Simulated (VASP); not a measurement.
# W (Fm-3m) in VASP: notebook, part 2 of 2

VASP 6.6.1.

## 5. Single point, r2SCAN (strain +0.030 along x and y, +0.030 along z)

Contents of POSCAR:

```
W
1.0
    0.0000000000      2.0909000000      2.0909000000
    2.0909000000      0.0000000000      2.0909000000
    2.0909000000      2.0909000000      0.0000000000
W
1
Direct
    0.0000000000      0.0000000000      0.0000000000
```

Contents of INCAR.step1:

```
PREC = Accurate ; ENCUT = 520
ISMEAR = 0 ; SIGMA = 0.15
LREAL = F ; LASPH = T
NELM = 100 ; NBANDS = 13
GGA = PE ; ALGO = Normal
EDIFF = 1E-4 ; LWAVE = T
LCHARG = F
```

Contents of INCAR.step2:

```
PREC = Accurate ; ENCUT = 520
EDIFF = 1E-7 ; ISMEAR = 0
SIGMA = 0.15 ; LREAL = F
LASPH = T ; NELM = 100
ALGO = Normal ; ISIF = 2
LWAVE = F ; LCHARG = F
METAGGA = R2SCAN ; LMIXTAU = T
NBANDS = 13 ; ISTART = 1
```

Contents of KPOINTS:

```
regular mesh
0
Gamma
  20 20 20
```

Potentials or basis: VASP PAW PBE potentials, release 64 (W_sv).

On the command line:

```sh
$ cat potpaw_PBE.64/W_sv/POTCAR > POTCAR
$ cp INCAR.step1 INCAR
$ mpirun -np 1 vasp_std > vasp.out
$ cp INCAR.step2 INCAR
$ mpirun -np 1 vasp_std > vasp.out
```

OUTCAR:

```text
PREC = Accurate
   ENCUT = 520
   EDIFF = 1E-7
   ISMEAR = 0
   LREAL = F
   LASPH = T
   NELM = 100
   ISIF = 2
   METAGGA = R2SCAN
   ISTART = 1

 ion  position               nearest neighbor table
   1  0.000  0.000  0.000-

  LATTYP: Found a face centered cubic cell.
 ALAT       =     4.1818000000

  Lattice vectors:

 A1 = (   0.0000000000,   2.0909000000,   2.0909000000)
 A2 = (   2.0909000000,   0.0000000000,   2.0909000000)
 A3 = (   2.0909000000,   2.0909000000,   0.0000000000)

Analysis of symmetry for initial positions (statically):
=====================================================================
 Subroutine PRICEL returns:
 Original cell was already a primitive cell.

 Routine SETGRP: Setting up the symmetry group for a
 face centered cubic supercell.

 Subroutine GETGRP returns: Found 48 space group operations
 (whereof 48 operations were pure point group operations)
 out of a pool of 48 trial point group operations.

The static configuration has the point symmetry O_h .

Analysis of symmetry for dynamics (positions and initial velocities):
=====================================================================
 Subroutine PRICEL returns:
 Original cell was already a primitive cell.

 Routine SETGRP: Setting up the symmetry group for a
 face centered cubic supercell.

 Subroutine GETGRP returns: Found 48 space group operations
 (whereof 48 operations were pure point group operations)
 out of a pool of 48 trial point group operations.

The dynamic configuration has the point symmetry O_h .

 Subroutine INISYM returns: Found 48 space group operations
 (whereof 48 operations are pure point group operations),
 and found     1 'primitive' translations

----------------------------------------------------------------------------------------

                                     Primitive cell

  volume of cell :      18.2823

  direct lattice vectors                    reciprocal lattice vectors
     0.000000000  2.090900000  2.090900000    -0.239131474  0.239131474  0.239131474
     2.090900000  0.000000000  2.090900000     0.239131474 -0.239131474  0.239131474
     2.090900000  2.090900000  0.000000000     0.239131474  0.239131474 -0.239131474

  length of vectors
     2.956979138  2.956979138  2.956979138     0.414187863  0.414187863  0.414187863

  position of ions in fractional coordinates (direct lattice)
     0.000000000  0.000000000  0.000000000

  ion indices of the primitive-cell ions
   primitive index   ion index
                 1           1

----------------------------------------------------------------------------------------

 KPOINTS: regular mesh

Automatic generation of k-mesh.
 Grid dimensions read from file:
 generate k-points for:   20   20   20

 Generating k-lattice:

  Cartesian coordinates                     Fractional coordinates (reciprocal lattice)
    -0.011956574  0.011956574  0.011956574     0.050000000  0.000000000  0.000000000
     0.011956574 -0.011956574  0.011956574     0.000000000  0.050000000  0.000000000
     0.011956574  0.011956574 -0.011956574     0.000000000  0.000000000  0.050000000

  Length of vectors
     0.020709393  0.020709393  0.020709393

  Shift w.r.t. Gamma in fractional coordinates (k-lattice)
     0.000000000  0.000000000  0.000000000

 Subroutine IBZKPT returns following result:
 ===========================================

 Found    256 irreducible k-points:

 Following reciprocal coordinates:
            Coordinates               Weight
  0.000000  0.000000  0.000000      1.000000
  0.050000  0.000000  0.000000      8.000000
  0.100000  0.000000  0.000000      8.000000
  0.150000  0.000000  0.000000      8.000000
  0.200000  0.000000  0.000000      8.000000
  0.250000  0.000000  0.000000      8.000000
[... 16 lines left out ...]
 -0.400000  0.050000  0.000000     24.000000
 -0.350000  0.050000  0.000000     24.000000
 [... further k-points ...]
   k-points           NKPTS =    256   k-points in BZ     NKDIM =    256   number of bands    NBANDS=     13
   number of dos      NEDOS =    301   number of ions     NIONS =      1
   total plane-waves  NPLWV =  13824
   dimension x,y,z NGX =    24 NGY =   24 NGZ =   24
   dimension x,y,z NGXF=    48 NGYF=   48 NGZF=   48
   ions per type =               1
   NGX,Y,Z   is equivalent  to a cutoff of  13.49, 13.49, 13.49 a.u.
   NGXF,Y,Z  is equivalent  to a cutoff of  26.99, 26.99, 26.99 a.u.
 SYSTEM =  unknown system
   PREC   = accura    normal or accurate (medium, high low for compatibility)
   ISTART =      1    job   : 0-new  1-cont  2-samecut
   ICHARG =      0    charge: 1-file 2-atom 10-const
   ISPIN  =      1    spin polarized calculation?
   LNONCOLLINEAR =      F non collinear calculations
   LSORBIT =      F    spin-orbit coupling
   LASPH  =      T    aspherical Exc in radial PAW
   ENCUT  =  520.0 eV  38.22 Ry    6.18 a.u.   5.50  5.50  5.50*2*pi/ulx,y,z
   NELM   =    100;   NELMIN=  2; NELMDL=  0     # of ELM steps
   EDIFF  = 0.1E-06   stopping-criterion for ELM
   LREAL  =      F    real-space projection
   EDIFFG = 0.1E-05   stopping-criterion for IOM
   NSW    =      0    number of steps for IOM
   IBRION =     -1    ionic relax: 0-MD 1-quasi-New 2-CG
   NFREE  =      0    steps in history (QN), initial steepest desc. (CG)
   ISIF   =      2    stress and relaxation
   ISYM   =      2    0-nonsym 1-usesym 2-fastsym
   POTIM  = 0.5000    time-step for ionic-motion
   TEBEG  =    0.0;   TEEND  =   0.0 temperature during run
   PSTRESS=    0.0 pullay stress
   NELECT =      14.0000    total number of electrons
   NUPDOWN=      -1.0000    fix difference up-down
   EMIN   =  10.00;   EMAX   =-10.00  energy-range for DOS
   EFERMI =   0.00;   METHOD = LEGACY
   ISMEAR =     0;   SIGMA  =   0.15  broadening in eV -4-tet -1-fermi 0-gaus
   EFERMI_NEDOS =   21; number of points for ismear=-14 and -15
   IALGO  =     38    algorithm
   IMIX   =      4    mixing-type and parameters
     AMIX     =   0.40;   BMIX     =  1.00
     AMIX_MAG =   1.60;   BMIX_MAG =  1.00
  volume/ion in A,a.u.               =      18.28       123.37
  Fermi-wavevector in a.u.,A,eV,Ry     =   1.497755  2.830347 30.521561  2.243271
  Thomas-Fermi vector in A             =   2.609602
   LORBIT       =      0    0 simple, 1 ext, 2 COOP (PROOUT), +10 PAW based schemes
   METAGGA = R2SCAN    functional components
   LHFCALC =     F    Hartree Fock is set to
   AEXX    =    0.0000 exact exchange contribution
   IVDW    =     0    specifies the selected vdW correction
   LEPSILON=     F    determine dielectric tensor
   LRPA    =     F    only Hartree local field effects (RPA)
 non-spin polarized calculation
 Gauss-broadening in eV      SIGMA  =   0.15
  energy-cutoff  :      520.00
  volume of cell :       18.28
 maximum number of plane-waves:       531
 NGX is ok and might be reduce to    24
   NGX = 11   NGY = 11   NGZ = 11

 number of electron      14.0000001 magnetization

 Free energy of the ion-electron system (eV)
  ---------------------------------------------------
  ext. energy  EPLUGINS =         0.00000000
  ---------------------------------------------------
  free energy    TOTEN  =       -50.61199730 eV

  energy without entropy =      -50.59585728  energy(sigma->0) =      -50.60392729

 E-fermi :   8.9409     XC(G=0): -14.0576

 val. band max:        8.9400155849   @ k =   0.1500   0.1000   0.0000
 cond. band min:       8.9421347322   @ k =  -0.4500   0.3500   0.0000
 fundamental gap:      0.0021191473
 Fermi energy:         8.9409317716

 k-point     1 :       0.0000    0.0000    0.0000
  band No.  band energies     occupation
      1     -66.9285      2.00000
      2     -29.9835      2.00000
      3     -29.9835      2.00000
      4     -29.9835      2.00000
      5       0.0208      2.00000
      6       8.4502      2.00000
      7       8.4502      2.00000
      8       8.4502      2.00000
      9      11.3709      0.00000
     10      11.3709      0.00000
     11      22.1433      0.00000
     12      27.2726      0.00000
     13      27.2726      0.00000
[... 353 lines left out ...]
 k-point    24 :      -0.3500    0.0500    0.0000
  band No.  band energies     occupation
      1     -66.8664      2.00000
      2     -30.6899      2.00000
      3     -30.1027      2.00000
      4     -30.0745      2.00000
      5       3.4074      2.00000
      6       7.8613      2.00000
      7       8.4889      1.99998
      8       8.6244      1.99716
      9      12.2731      0.00000
     10      13.0261      0.00000
     11      19.9854      0.00000
     12      23.2339      0.00000
     13      28.4152      0.00000

 [... further k-points ...]

------------------------ aborting loop because EDIFF is reached ----------------------------------------

  FORCE on cell =-STRESS in cart. coord.  units (eV):
  Direction    XX          YY          ZZ          XY          YZ          ZX
  --------------------------------------------------------------------------------------
  -------------------------------------------------------------------------------------
  Total       -3.1450100     -3.1450100     -3.1450100      0.0000000     -0.0000000      0.0000000
  in kB     -275.6149874   -275.6149874   -275.6149874      0.0000000     -0.0000000      0.0000000
  external PRESSURE =    -275.6149874 kB  Pullay stress =       0.0000000 kB

 VOLUME and BASIS-vectors are now :
 -----------------------------------------------------------------------------
  energy-cutoff  :      520.00
  volume of cell :       18.28
      direct lattice vectors                 reciprocal lattice vectors
     0.000000000  2.090900000  2.090900000    -0.239131474  0.239131474  0.239131474
     2.090900000  0.000000000  2.090900000     0.239131474 -0.239131474  0.239131474
     2.090900000  2.090900000  0.000000000     0.239131474  0.239131474 -0.239131474

 POSITION                                       TOTAL-FORCE (eV/Angst)
 -----------------------------------------------------------------------------------
      0.00000      0.00000      0.00000         0.000000      0.000000     -0.000000
 -----------------------------------------------------------------------------------
    total drift:                               -0.000000      0.000000      0.000000

  FREE ENERGIE OF THE ION-ELECTRON SYSTEM (eV)
  ---------------------------------------------------
  free  energy   TOTEN  =       -50.6119973021 eV

  energy  without entropy=      -50.5958572835  energy(sigma->0) =      -50.60392729
```

OUTCAR.step1:

```text
PREC = Accurate
   ENCUT = 520
   ISMEAR = 0
   LREAL = F
   LASPH = T
[... 600 lines left out ...]

 POSITION                                       TOTAL-FORCE (eV/Angst)
 -----------------------------------------------------------------------------------
      0.00000      0.00000      0.00000        -0.000000      0.000000      0.000000
 -----------------------------------------------------------------------------------
    total drift:                               -0.000000     -0.000000      0.000000

  FREE ENERGIE OF THE ION-ELECTRON SYSTEM (eV)
  ---------------------------------------------------
  free  energy   TOTEN  =       -12.3316944912 eV

  energy  without entropy=      -12.3144599346  energy(sigma->0) =      -12.32307721
```

It took 2.6 min on 1 thread of AMD EPYC 9R45 (Zen 5), shared host; peak memory 0.16 GiB.

What came out:

* Free energy: -50.6120 eV
* Pressure: -27.6 GPa
* Band gap on the k mesh: zero (band 7 reaches 11.39 eV, above the bottom of band 8 at 8.45 eV)

Caveat: the cell differs from its parent crystal (strain +0.030 along x and y, +0.030 along z); the PAW data sets were made with another functional, which shifts forces and pressure a little; spin-orbit coupling is left out, which moves the levels of the heavy elements.

## 6. Summary

| cell | gap on the mesh (eV) | pressure (GPa) |
| --- | --- | --- |
| a = 2.785 Å, angles 60.0°, 1 atom | none | 21.4 |
| a = 2.828 Å, angles 60.0°, 1 atom | none | 5.4 |
| a = 2.914 Å, angles 60.0°, 1 atom | none | -18.7 |
| a = 2.957 Å, angles 60.0°, 1 atom | none | -27.6 |

Alike in all rows: task single point; level r2SCAN; potentials or basis VASP PAW PBE potentials, release 64 (W_sv); no spin polarisation; k mesh 20 × 20 × 20; cutoff (eV) 520; smearing gaussian 0.15 eV.

Caveats: the PAW data sets were made with another functional, which shifts forces and pressure a little; spin-orbit coupling is left out, which moves the levels of the heavy elements.

Total energies depend on the potentials used, so only differences within one code and one set of settings carry meaning.
